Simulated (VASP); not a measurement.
# Mn in VASP: notebook

Runs on Mn. Level: PBE. Tasks: single point.

All numbers are computed with VASP 6.6.1; they aren't measurements. Logs are shortened: lines on timing, memory, paths and dates and some standing lists are left out, and cuts for length are marked.

## Step 1: The cell of the first run

The cell holds a slab with vacuum, 1 atom: a = 2.477 Å, b = 2.477 Å, c = 16.000 Å, α = 90.00°, β = 90.00°, γ = 120.00°.

## Step 2: Single point, PBE, collinear spin, ferromagnetic start

Input file INCAR:

```
SYSTEM = Mn
  ALGO = Normal
  DIPOL = 0.5 0.5 0.500
  EDIFF = 1E-6
  EFIELD = -0.1
  ENCUT = 510
  GGA = PE
  GGA_COMPAT = .False.
  IDIPOL = 3
  ISIF = 2
  ISMEAR = -1
  ISPIN = 2
  LASPH = .True.
  LCHARG = .False.
  LDIPOL = .True.
  LMAXMIX = 4
  LORBIT = 11
  LREAL = .False.
  LWAVE = .False.
  MAGMOM = 3
  NBANDS = 18
  NELM = 200
  NELMDL = -8
  PREC = Accurate
  SIGMA = 0.05
```

Input file KPOINTS:

```
k-points
0
Gamma
  19 19 1
  0 0 0
```

Input file POSCAR:

```
Mn
1.0
    2.4767572053      0.0000000000      0.0000000000
   -1.2383786026      2.1449346588      0.0000000000
    0.0000000000      0.0000000000     16.0000000000
Mn
1
Direct
    0.0000000000      0.0000000000      0.5000000000
```

Potentials or basis: VASP PAW PBE potentials, release 64 (Mn_sv).

Command:

```
$ cat potpaw_PBE.64/Mn_sv/POTCAR > POTCAR
$ mpirun -np 1 vasp_std > vasp.out
```

OUTCAR:

```text
SYSTEM = Mn
   EDIFF = 1E-6
   ENCUT = 510
   GGA = PE
   ISIF = 2
   ISMEAR = -1
   ISPIN = 2
   LASPH = .True.
   LORBIT = 11
   LREAL = .False.
   NELM = 200
   NELMDL = -8
   PREC = Accurate

 ion  position               nearest neighbor table
   1  0.000  0.000  0.500-

  LATTYP: Found a hexagonal cell.
 ALAT       =     2.4767572053
 C/A-ratio  =     6.4600599388

  Lattice vectors:

 A1 = (   2.4767572053,   0.0000000000,   0.0000000000)
 A2 = (  -1.2383786026,   2.1449346588,   0.0000000000)
 A3 = (   0.0000000000,   0.0000000000,  16.0000000000)

Analysis of symmetry for initial positions (statically):
=====================================================================
 Subroutine PRICEL returns:
 Original cell was already a primitive cell.

 Routine SETGRP: Setting up the symmetry group for a
 hexagonal supercell.

 Subroutine GETGRP returns: Found 24 space group operations
 (whereof 24 operations were pure point group operations)
 out of a pool of 24 trial point group operations.

The static configuration has the point symmetry D_6h.

Analysis of symmetry for dynamics (positions and initial velocities):
=====================================================================
 An external electric field (EFIELD) may reduce the allowed symmetry operations
 Subroutine PRICEL returns:
 Original cell was already a primitive cell.

 Routine SETGRP: Setting up the symmetry group for a
 hexagonal supercell.

 Subroutine GETGRP returns: Found 12 space group operations
 (whereof 12 operations were pure point group operations)
 out of a pool of 24 trial point group operations.

The dynamic configuration has the point symmetry C_6v.

Analysis of structural, dynamic, and magnetic symmetry:
=====================================================================
 Subroutine PRICEL returns:
 Original cell was already a primitive cell.

 Routine SETGRP: Setting up the symmetry group for a
 hexagonal supercell.

 Subroutine GETGRP returns: Found 12 space group operations
 (whereof 12 operations were pure point group operations)
 out of a pool of 24 trial point group operations.

The overall configuration has the point symmetry C_6v.

 Subroutine INISYM returns: Found 12 space group operations
 (whereof 12 operations are pure point group operations),
 and found     1 'primitive' translations

----------------------------------------------------------------------------------------

                                     Primitive cell

  volume of cell :      84.9997

[... 105 lines left out ...]
     AMIX     =   0.40;   BMIX     =  1.00
     AMIX_MAG =   1.60;   BMIX_MAG =  1.00
  volume/ion in A,a.u.               =      85.00       573.61
  Fermi-wavevector in a.u.,A,eV,Ry     =   0.918261  1.735261 11.472474  0.843203
  Thomas-Fermi vector in A             =   2.043323
   LORBIT       =     11    0 simple, 1 ext, 2 COOP (PROOUT), +10 PAW based schemes
   GGA     = PE    functional components
   LHFCALC =     F    Hartree Fock is set to
   AEXX    =    0.0000 exact exchange contribution
   IVDW    =     0    specifies the selected vdW correction
   LEPSILON=     F    determine dielectric tensor
   LRPA    =     F    only Hartree local field effects (RPA)
 spin polarized calculation
  energy-cutoff  :      510.00
  volume of cell :       85.00
 maximum number of plane-waves:      2258
   NGX =  9   NGY =  9   NGZ = 59

 number of electron      15.0000007 magnetization       3.4003784

 dipolmoment           0.000000      0.000000     -0.009949 electrons x Angstroem

 Free energy of the ion-electron system (eV)
  ---------------------------------------------------
  ext. energy  EPLUGINS =         0.00000000
  ---------------------------------------------------
  free energy    TOTEN  =        -7.11094948 eV

  energy without entropy =       -7.08733046  energy(sigma->0) =       -7.09913997

 E-fermi :  -1.9051     XC(G=0):  -2.9950

 val. band max:       -1.9072445785   @ k =   0.3684   0.2105   0.0000
 cond. band min:      -1.8924425847   @ k =   0.3158   0.3158   0.0000
 fundamental gap:      0.0148019938
 Fermi energy:        -1.9051288746

 spin component 1

 k-point     1 :       0.0000    0.0000    0.0000
  band No.  band energies     occupation
      1     -82.0809      1.00000
      2     -50.9138      1.00000
      3     -50.4543      1.00000
      4     -50.4542      1.00000
      5      -7.9794      1.00000
      6      -4.4442      1.00000
[... 493 lines left out ...]
     17      10.3918      0.00000
     18      12.0667      0.00000

 [... further k-points ...]

 spin component 2

 k-point     1 :       0.0000    0.0000    0.0000
  band No.  band energies     occupation
      1     -78.8693      1.00000
      2     -47.5038      1.00000
      3     -47.5038      1.00000
      4     -47.3105      1.00000
      5      -6.7603      1.00000
      6      -1.6816      0.01132
[... 493 lines left out ...]
     17      11.0020      0.00000
     18      13.0118      0.00000

 [... further k-points ...]

------------------------ aborting loop because EDIFF is reached ----------------------------------------

 vacuum level on the upper side and lower side of the slab       (xc-potential included)         0.582        -0.637

  FORCE on cell =-STRESS in cart. coord.  units (eV):
  Direction    XX          YY          ZZ          XY          YZ          ZX
  --------------------------------------------------------------------------------------
  -------------------------------------------------------------------------------------
  Total        0.8963142      0.8963142     -0.2245376      0.0000000      0.0000000      0.0000000
  in kB       16.8948132     16.8948132     -4.2323565      0.0000000      0.0000000      0.0000000
  external PRESSURE =       9.8524233 kB  Pullay stress =       0.0000000 kB

 VOLUME and BASIS-vectors are now :
 -----------------------------------------------------------------------------
  energy-cutoff  :      510.00
  volume of cell :       85.00
      direct lattice vectors                 reciprocal lattice vectors
     2.476757205  0.000000000  0.000000000     0.403753746  0.233107334  0.000000000
    -1.238378603  2.144934659  0.000000000     0.000000000  0.466214668  0.000000000
     0.000000000  0.000000000 16.000000000     0.000000000  0.000000000  0.062500000

 POSITION                                       TOTAL-FORCE (eV/Angst)
 -----------------------------------------------------------------------------------
      0.00000      0.00000      8.00000         0.000000     -0.000000     -0.000117
 -----------------------------------------------------------------------------------
    total drift:                                0.000000      0.000000     -0.000117

  FREE ENERGIE OF THE ION-ELECTRON SYSTEM (eV)
  ---------------------------------------------------
  free  energy   TOTEN  =        -7.1109494795 eV

  energy  without entropy=       -7.0873304623  energy(sigma->0) =       -7.09913997

 vacuum level on the upper side and lower side of the slab         3.012         1.812

 total charge

# of ion       s       p       d       tot
------------------------------------------
    1        2.242   6.009   4.720  12.971

 magnetization (x)

# of ion       s       p       d       tot
------------------------------------------
    1        0.024   0.030   2.808   2.863
```

OSZICAR:

```text
N       E                     dE             d eps       ncg     rms          rms(c)
DAV:   1     0.165536367803E+03    0.16554E+03   -0.83224E+03  3902   0.188E+03
DAV:   2     0.786564032125E+01   -0.15767E+03   -0.14405E+03  2976   0.394E+02
[... 26 lines left out ...]
DAV:  29    -0.711090584914E+01   -0.49262E-04   -0.37440E-06  3350   0.181E-02    0.556E-03
DAV:  30    -0.711092463497E+01   -0.18786E-04   -0.83861E-07  2826   0.106E-02    0.170E-03
DAV:  31    -0.711094417531E+01   -0.19540E-04   -0.19828E-06  2892   0.182E-02    0.841E-03
DAV:  32    -0.711094749495E+01   -0.33196E-05   -0.73168E-07  2958   0.113E-02    0.268E-03
DAV:  33    -0.711094961431E+01   -0.21194E-05   -0.97039E-08  2688   0.248E-03    0.237E-03
DAV:  34    -0.711094947950E+01    0.13480E-06   -0.37754E-08  2784   0.280E-03
   1 F= -.71109495E+01 E0= -.70991400E+01  d E =-.236190E-01  mag=     3.4009
```

stdout:

```text
POSCAR found type information on POSCAR Mn
 POSCAR found :  1 types and       1 ions
 scaLAPACK will be used
 LDA part: xc-table for (Slater+PW92), standard interpolation
 POSCAR, INCAR and KPOINTS ok, starting setup
 FFT: planning ... GRIDC
 FFT: planning ... GRID_SOFT
 FFT: planning ... GRID
 WAVECAR not read
 entering main loop
```

Wall time 2.6 min (1 thread of Intel Xeon Platinum 8488C (Sapphire Rapids), shared host); peak memory 0.27 GiB.

Results:

```
Free energy                                           : -7.1109 eV
Net moment                                            : 3.40 μB per cell
Site moments                                          : Mn +2.86 μB
Valence electrons inside the program's atomic spheres : Mn 12.97
```

Levels at points of the mesh, in eV from the Fermi level:
Spin up:
```csv
k point,band 5,band 6,band 7,band 8,band 9,band 10,band 11,band 12,band 13,band 14
"(0.00, 0.00, 0.00)",-6.07,-2.54,-1.65,-1.65,-0.42,-0.10,-0.10,3.78,4.61,5.08
```
Spin down:
| k point | band 3 | band 4 | band 5 | band 6 | band 7 | band 8 | band 9 | band 10 |
| --- | --- | --- | --- | --- | --- | --- | --- | --- |
| (0.00, 0.00, 0.00) | -45.60 | -45.41 | -4.86 | 0.22 | 0.61 | 0.86 | 0.86 | 3.01 |

## Step 3: Single point, PBE, collinear spin, ferromagnetic start

Input file INCAR:

```
SYSTEM = Mn
PREC = Accurate
ENCUT = 510
EDIFF = 1E-6
ISMEAR = -1
SIGMA = 0.05
LREAL = .False.
LASPH = .True.
NELM = 200
ALGO = Normal
ISIF = 2
LWAVE = .False.
LCHARG = .False.
ISPIN = 2
MAGMOM = 3
LORBIT = 11
LMAXMIX = 4
LDIPOL = .True.
IDIPOL = 3
DIPOL = 0.5 0.5 0.500
GGA = PE
NBANDS = 18
GGA_COMPAT = .False.
NELMDL = -8
```

Input file KPOINTS:

```
Automatic mesh
0
Gamma
  19 19 1
  0 0 0
```

POSCAR is that of step 2.

Potentials or basis: VASP PAW PBE potentials, release 64 (Mn_sv).

Command:

```
$ cat potpaw_PBE.64/Mn_sv/POTCAR > POTCAR
$ mpirun -np 1 vasp_std > vasp.out
```

Run time: 2.1 min. Hardware: 1 thread of AMD EPYC 9R45 (Zen 5), shared host; peak memory 0.24 GiB.

Results (log left out):

* Free energy: -7.1105 eV
* Net moment: 3.40 μB per cell
* Site moments: Mn +2.86 μB
* Valence electrons inside the program's atomic spheres: Mn 12.97

Levels at points of the mesh, in eV from the Fermi level:
Spin up:
| k point | band 5 | band 6 | band 7 | band 8 | band 9 | band 10 | band 11 | band 12 | band 13 | band 14 |
| --- | --- | --- | --- | --- | --- | --- | --- | --- | --- | --- |
| (0.00, 0.00, 0.00) | -6.07 | -2.54 | -1.65 | -1.65 | -0.42 | -0.09 | -0.09 | 3.85 | 4.54 | 5.07 |
Spin down:
```
           k point  band 3  band 4  band 5  band 6  band 7  band 8  band 9  band 10
(0.00, 0.00, 0.00)  -45.60  -45.41   -4.86    0.23    0.61    0.86    0.86     3.01
```
